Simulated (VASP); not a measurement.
# WC (Qusongite) (P-6m2) in VASP: a series of runs

WC (Qusongite) is run at these levels: PBE; tasks: single point.

Everything below comes from runs of VASP 6.6.1. Logs are shortened: lines on timing, memory, paths and dates and some standing lists are left out, and cuts for length are marked.

## 1. The cell of the first run

It takes space group P-6m2 (No. 187, hexagonal). Conventional cell: a = 2.907 Å, b = 2.907 Å, c = 2.837 Å, α = 90.00°, β = 90.00°, γ = 120.00°. W (site symmetry -6m2) has 6 C at 2.20 Å and 2 W at 2.84 Å within 2.9 Å. Within 2.9 Å of C (site symmetry -6m2) lie 6 W at 2.20 Å and 2 C at 2.84 Å.

## 2. Single point, PBE

Contents of INCAR:

```
SYSTEM = WC
ALGO     = Normal         ! electronic algorithm
EDIFF    = 1E-6           ! SCF threshold, eV
ENCUT    = 520            ! plane-wave cutoff, eV
GGA      = PE             ! functional
ISIF     = 2              ! what is computed and relaxed
ISMEAR   = 1              ! smearing method
LASPH    = .TRUE.         ! aspherical terms in the spheres
LCHARG   = .FALSE.        ! write CHGCAR
LREAL    = .FALSE.        ! projectors in reciprocal space
LWAVE    = .FALSE.        ! write WAVECAR
NBANDS   = 16             ! bands
NELM     = 60             ! most SCF steps
PREC     = Accurate       ! precision mode
SIGMA    = 0.2            ! smearing width, eV
```

Contents of KPOINTS:

```
k-points
0
G
  11 11 10
  0 0 0
```

Contents of POSCAR:

```
WC
1.0
    2.9065000000      0.0000000000      0.0000000000
   -1.4532500000      2.5171028361      0.0000000000
    0.0000000000      0.0000000000      2.8366000000
W C
1 1
Direct
    0.0000000000      0.0000000000      0.0000000000
    0.6666666667      0.3333333333      0.5000000000
```

Potentials or basis: VASP PAW PBE potentials, release 64 (W_sv, C).

Launch:

```sh
$ cat potpaw_PBE.64/W_sv/POTCAR potpaw_PBE.64/C/POTCAR > POTCAR
$ mpirun -np 1 vasp_std > vasp.out
```

OUTCAR:

```text
SYSTEM = WC
   EDIFF = 1E-6
   ENCUT = 520
   GGA = PE
   ISIF = 2
   ISMEAR = 1
   LASPH = .TRUE.
   LREAL = .FALSE.
   NELM = 60
   PREC = Accurate

 ion  position               nearest neighbor table
   1  0.000  0.000  0.000-   2 2.20   2 2.20   2 2.20   2 2.20   2 2.20   2 2.20
   2  0.667  0.333  0.500-   1 2.20   1 2.20   1 2.20   1 2.20   1 2.20   1 2.20

  LATTYP: Found a hexagonal cell.
 ALAT       =     2.9065000000
 C/A-ratio  =     0.9759504559

  Lattice vectors:

 A1 = (   2.9065000000,   0.0000000000,   0.0000000000)
 A2 = (  -1.4532500000,   2.5171028361,   0.0000000000)
 A3 = (   0.0000000000,   0.0000000000,   2.8366000000)

Analysis of symmetry for initial positions (statically):
=====================================================================
 Subroutine PRICEL returns:
 Original cell was already a primitive cell.

 Routine SETGRP: Setting up the symmetry group for a
 hexagonal supercell.

 Subroutine GETGRP returns: Found 12 space group operations
 (whereof 12 operations were pure point group operations)
 out of a pool of 24 trial point group operations.

The static configuration has the point symmetry D_3h.

Analysis of symmetry for dynamics (positions and initial velocities):
=====================================================================
 Subroutine PRICEL returns:
 Original cell was already a primitive cell.

 Routine SETGRP: Setting up the symmetry group for a
 hexagonal supercell.

 Subroutine GETGRP returns: Found 12 space group operations
 (whereof 12 operations were pure point group operations)
 out of a pool of 24 trial point group operations.

The dynamic configuration has the point symmetry D_3h.

 Subroutine INISYM returns: Found 12 space group operations
 (whereof 12 operations are pure point group operations),
 and found     1 'primitive' translations

----------------------------------------------------------------------------------------

                                     Primitive cell

  volume of cell :      20.7525

  direct lattice vectors                    reciprocal lattice vectors
     2.906500000  0.000000000  0.000000000     0.344056425  0.198641070  0.000000000
    -1.453250000  2.517102836  0.000000000     0.000000000  0.397282139  0.000000000
     0.000000000  0.000000000  2.836600000     0.000000000  0.000000000  0.352534725

  length of vectors
     2.906500000  2.906500000  2.836600000     0.397282139  0.397282139  0.352534725

  position of ions in fractional coordinates (direct lattice)
     0.000000000  0.000000000  0.000000000
     0.666666667  0.333333333  0.500000000

  ion indices of the primitive-cell ions
   primitive index   ion index
                 1           1
                 2           2

----------------------------------------------------------------------------------------

 KPOINTS: k-points

Automatic generation of k-mesh.
 Grid dimensions read from file:
 generate k-points for:   11   11   10

 Generating k-lattice:

  Cartesian coordinates                     Fractional coordinates (reciprocal lattice)
     0.031277857  0.018058279  0.000000000     0.090909091  0.000000000  0.000000000
     0.000000000  0.036116558  0.000000000     0.000000000  0.090909091  0.000000000
     0.000000000  0.000000000  0.035253472     0.000000000  0.000000000  0.100000000

  Length of vectors
     0.036116558  0.036116558  0.035253472

  Shift w.r.t. Gamma in fractional coordinates (k-lattice)
     0.000000000  0.000000000  0.000000000

 Subroutine IBZKPT returns following result:
 ===========================================

 Found     96 irreducible k-points:

 Following reciprocal coordinates:
            Coordinates               Weight
  0.000000  0.000000  0.000000      1.000000
  0.090909 -0.000000  0.000000      6.000000
  0.181818 -0.000000  0.000000      6.000000
  0.272727  0.000000  0.000000      6.000000
  0.363636  0.000000  0.000000      6.000000
  0.454545  0.000000  0.000000      6.000000
[... 16 lines left out ...]
  0.090909  0.090909  0.100000     12.000000
  0.181818  0.090909  0.100000     24.000000
 [... further k-points ...]
   k-points           NKPTS =     96   k-points in BZ     NKDIM =     96   number of bands    NBANDS=     16
   number of dos      NEDOS =    301   number of ions     NIONS =      2
   total plane-waves  NPLWV =  13824
   dimension x,y,z NGX =    24 NGY =   24 NGZ =   24
   dimension x,y,z NGXF=    48 NGYF=   48 NGZF=   48
   ions per type =               1   1
   NGX,Y,Z   is equivalent  to a cutoff of  13.73, 13.73, 14.07 a.u.
   NGXF,Y,Z  is equivalent  to a cutoff of  27.46, 27.46, 28.13 a.u.
 SYSTEM =  WC
   PREC   = accura    normal or accurate (medium, high low for compatibility)
   ISTART =      0    job   : 0-new  1-cont  2-samecut
   ICHARG =      2    charge: 1-file 2-atom 10-const
   ISPIN  =      1    spin polarized calculation?
   LNONCOLLINEAR =      F non collinear calculations
   LSORBIT =      F    spin-orbit coupling
   LASPH  =      T    aspherical Exc in radial PAW
   ENCUT  =  520.0 eV  38.22 Ry    6.18 a.u.   5.40  5.40  5.27*2*pi/ulx,y,z
   NELM   =     60;   NELMIN=  2; NELMDL= -5     # of ELM steps
   EDIFF  = 0.1E-05   stopping-criterion for ELM
   LREAL  =      F    real-space projection
   EDIFFG = 0.1E-04   stopping-criterion for IOM
   NSW    =      0    number of steps for IOM
   IBRION =     -1    ionic relax: 0-MD 1-quasi-New 2-CG
   NFREE  =      0    steps in history (QN), initial steepest desc. (CG)
   ISIF   =      2    stress and relaxation
   ISYM   =      2    0-nonsym 1-usesym 2-fastsym
   POTIM  = 0.5000    time-step for ionic-motion
   TEBEG  =    0.0;   TEEND  =   0.0 temperature during run
   PSTRESS=    0.0 pullay stress
   NELECT =      18.0000    total number of electrons
   NUPDOWN=      -1.0000    fix difference up-down
   EMIN   =  10.00;   EMAX   =-10.00  energy-range for DOS
   EFERMI =   0.00;   METHOD = LEGACY
   ISMEAR =     1;   SIGMA  =   0.20  broadening in eV -4-tet -1-fermi 0-gaus
   EFERMI_NEDOS =   21; number of points for ismear=-14 and -15
   IALGO  =     38    algorithm
   IMIX   =      4    mixing-type and parameters
     AMIX     =   0.40;   BMIX     =  1.00
     AMIX_MAG =   1.60;   BMIX_MAG =  1.00
  volume/ion in A,a.u.               =      10.38        70.02
  Fermi-wavevector in a.u.,A,eV,Ry     =   1.561262  2.950358 33.164744  2.437540
  Thomas-Fermi vector in A             =   2.664353
   LORBIT       =      0    0 simple, 1 ext, 2 COOP (PROOUT), +10 PAW based schemes
   GGA     = PE    functional components
   LHFCALC =     F    Hartree Fock is set to
   AEXX    =    0.0000 exact exchange contribution
   IVDW    =     0    specifies the selected vdW correction
   LEPSILON=     F    determine dielectric tensor
   LRPA    =     F    only Hartree local field effects (RPA)
 non-spin polarized calculation
 Methfessel and Paxton  Order N= 1 SIGMA  =   0.20
  energy-cutoff  :      520.00
  volume of cell :       20.75
 maximum number of plane-waves:       580
 NGX is ok and might be reduce to    24
   NGX = 11   NGY = 11   NGZ = 11

 number of electron      18.0000000 magnetization

 Free energy of the ion-electron system (eV)
  ---------------------------------------------------
  ext. energy  EPLUGINS =         0.00000000
  ---------------------------------------------------
  free energy    TOTEN  =       -22.44285232 eV

  energy without entropy =      -22.44313235  energy(sigma->0) =      -22.44294566

 E-fermi :  11.1238     XC(G=0): -13.8004

 val. band max:       11.0671559654   @ k =   0.4545   0.0909   0.5000
 cond. band min:      11.1334322842   @ k =   0.2727   0.2727   0.0000
 fundamental gap:      0.0662763188
 Fermi energy:        11.1237571833

 k-point     1 :       0.0000    0.0000    0.0000
  band No.  band energies     occupation
      1     -62.9308      2.00000
      2     -26.9108      2.00000
      3     -26.8090      2.00000
      4     -26.8090      2.00000
      5      -3.3713      2.00000
      6       6.7641      2.00000
[... 8 lines left out ...]
     15      25.4232      0.00000
     16      27.8161      0.00000

 k-point     2 :       0.0909   -0.0000    0.0000
  band No.  band energies     occupation
      1     -62.9262      2.00000
      2     -26.9021      2.00000
      3     -26.8770      2.00000
      4     -26.8244      2.00000
      5      -3.1552      2.00000
      6       6.8071      2.00000
[... 8 lines left out ...]
     15      25.0301      0.00000
     16      28.2699      0.00000

 k-point     3 :       0.1818   -0.0000    0.0000
  band No.  band energies     occupation
      1     -62.9138      2.00000
      2     -27.0562      2.00000
      3     -26.8786      2.00000
      4     -26.8654      2.00000
      5      -2.5519      2.00000
      6       6.2512      2.00000
[... 8 lines left out ...]
     15      24.7622      0.00000
     16      29.4970      0.00000

 k-point     4 :       0.2727    0.0000    0.0000
  band No.  band energies     occupation
      1     -62.8976      2.00000
      2     -27.2841      2.00000
      3     -26.9187      2.00000
      4     -26.8475      2.00000
      5      -1.6882      2.00000
      6       5.3388      2.00000
[... 8 lines left out ...]
     15      25.3757      0.00000
     16      29.0146      0.00000

 k-point     5 :       0.3636    0.0000    0.0000
  band No.  band energies     occupation
      1     -62.8826      2.00000
      2     -27.4871      2.00000
      3     -26.9672      2.00000
      4     -26.8189      2.00000
      5      -0.7706      2.00000
      6       4.5705      2.00000
[... 8 lines left out ...]
     15      25.7746      0.00000
     16      27.7661      0.00000

 k-point     6 :       0.4545    0.0000    0.0000
  band No.  band energies     occupation
      1     -62.8737      2.00000
      2     -27.6052      2.00000
      3     -26.9957      2.00000
      4     -26.8018      2.00000
      5      -0.1219      2.00000
      6       4.1102      2.00000
[... 8 lines left out ...]
     15      24.1674      0.00000
     16      28.9676      0.00000

 k-point     7 :       0.0909    0.0909    0.0000
  band No.  band energies     occupation
      1     -62.9177      2.00000
      2     -26.9964      2.00000
      3     -26.8859      2.00000
      4     -26.8568      2.00000
      5      -2.7448      2.00000
      6       6.4912      2.00000
[... 8 lines left out ...]
     15      24.7835      0.00000
     16      28.9529      0.00000

 k-point     8 :       0.1818    0.0909    0.0000
  band No.  band energies     occupation
      1     -62.9034      2.00000
      2     -27.1895      2.00000
      3     -26.9144      2.00000
      4     -26.8587      2.00000
      5      -2.0050      2.00000
      6       5.6948      2.00000
[... 8 lines left out ...]
     15      25.0155      0.00000
     16      29.2908      0.00000

 k-point     9 :       0.2727    0.0909    0.0000
  band No.  band energies     occupation
      1     -62.8878      2.00000
      2     -27.3931      2.00000
      3     -26.9768      2.00000
      4     -26.8288      2.00000
      5      -1.0943      2.00000
      6       4.9025      2.00000
[... 8 lines left out ...]
     15      26.0320      0.00000
     16      27.9129      0.00000
[... 172 lines left out ...]
 k-point    19 :       0.1818   -0.0000    0.1000
  band No.  band energies     occupation
      1     -62.9100      2.00000
      2     -27.0493      2.00000
      3     -26.9501      2.00000
      4     -26.8587      2.00000
      5      -2.3398      2.00000
      6       6.3531      2.00000
[... 8 lines left out ...]
     15      24.5590      0.00000
     16      29.3294      0.00000

 k-point    20 :       0.2727    0.0000    0.1000
  band No.  band energies     occupation
      1     -62.8938      2.00000
      2     -27.2753      2.00000
      3     -26.9180      2.00000
      4     -26.9117      2.00000
      5      -1.5184      2.00000
      6       5.4070      2.00000
[... 8 lines left out ...]
     15      24.9012      0.00000
     16      28.5882      0.00000

 k-point    21 :       0.3636    0.0000    0.1000
  band No.  band energies     occupation
      1     -62.8788      2.00000
      2     -27.4772      2.00000
      3     -26.9598      2.00000
      4     -26.8879      2.00000
      5      -0.6560      2.00000
      6       4.5728      2.00000
[... 8 lines left out ...]
     15      25.2293      0.00000
     16      27.7819      0.00000

 k-point    22 :       0.4545    0.0000    0.1000
  band No.  band energies     occupation
      1     -62.8699      2.00000
      2     -27.5946      2.00000
      3     -26.9882      2.00000
      4     -26.8699      2.00000
      5      -0.0507      2.00000
      6       4.0532      2.00000
[... 8 lines left out ...]
     15      24.1227      0.00000
     16      28.7818      0.00000

 k-point    23 :       0.0909    0.0909    0.1000
  band No.  band energies     occupation
      1     -62.9139      2.00000
      2     -26.9913      2.00000
      3     -26.9565      2.00000
      4     -26.8501      2.00000
      5      -2.5245      2.00000
      6       6.6041      2.00000
[... 8 lines left out ...]
     15      24.6690      0.00000
     16      28.6563      0.00000

 k-point    24 :       0.1818    0.0909    0.1000
  band No.  band energies     occupation
      1     -62.8996      2.00000
      2     -27.1814      2.00000
      3     -26.9296      2.00000
      4     -26.9073      2.00000
      5      -1.8188      2.00000
      6       5.8251      2.00000
[... 8 lines left out ...]
     15      24.6307      0.00000
     16      28.8831      0.00000

 [... further k-points ...]
[... 5 lines left out ...]
  --------------------------------------------------------------------------------------
  -------------------------------------------------------------------------------------
  Total        0.8825043      0.8825043      0.8712071     -0.0000000     -0.0000000      0.0000000
  in kB       68.1330847     68.1330847     67.2608863     -0.0000000     -0.0000000      0.0000000
  external PRESSURE =      67.8423519 kB  Pullay stress =       0.0000000 kB

 VOLUME and BASIS-vectors are now :
 -----------------------------------------------------------------------------
  energy-cutoff  :      520.00
  volume of cell :       20.75
      direct lattice vectors                 reciprocal lattice vectors
     2.906500000  0.000000000  0.000000000     0.344056425  0.198641070  0.000000000
    -1.453250000  2.517102836  0.000000000     0.000000000  0.397282139  0.000000000
     0.000000000  0.000000000  2.836600000     0.000000000  0.000000000  0.352534725

 POSITION                                       TOTAL-FORCE (eV/Angst)
 -----------------------------------------------------------------------------------
      0.00000      0.00000      0.00000        -0.000000      0.000000      0.000000
      1.45325      0.83903      1.41830         0.000000     -0.000000      0.000000
 -----------------------------------------------------------------------------------
    total drift:                                0.000000     -0.000000      0.000000

  FREE ENERGIE OF THE ION-ELECTRON SYSTEM (eV)
  ---------------------------------------------------
  free  energy   TOTEN  =       -22.4428523201 eV

  energy  without entropy=      -22.4431323522  energy(sigma->0) =      -22.44294566
```

Wall time 14 s (1 thread of Intel Xeon Platinum 8488C (Sapphire Rapids), shared host); peak memory 0.16 GiB.

What came out:

```yaml
Free_energy: -22.4429 eV
Pressure: 6.8 GPa
Band_gap_on_the_k_mesh: zero (band 9 reaches 11.72 eV, above the bottom of band 10 at 10.49 eV)
```

Caveat: spin-orbit coupling is left out, which moves the levels of the heavy elements.

[end of part 1 of 3]
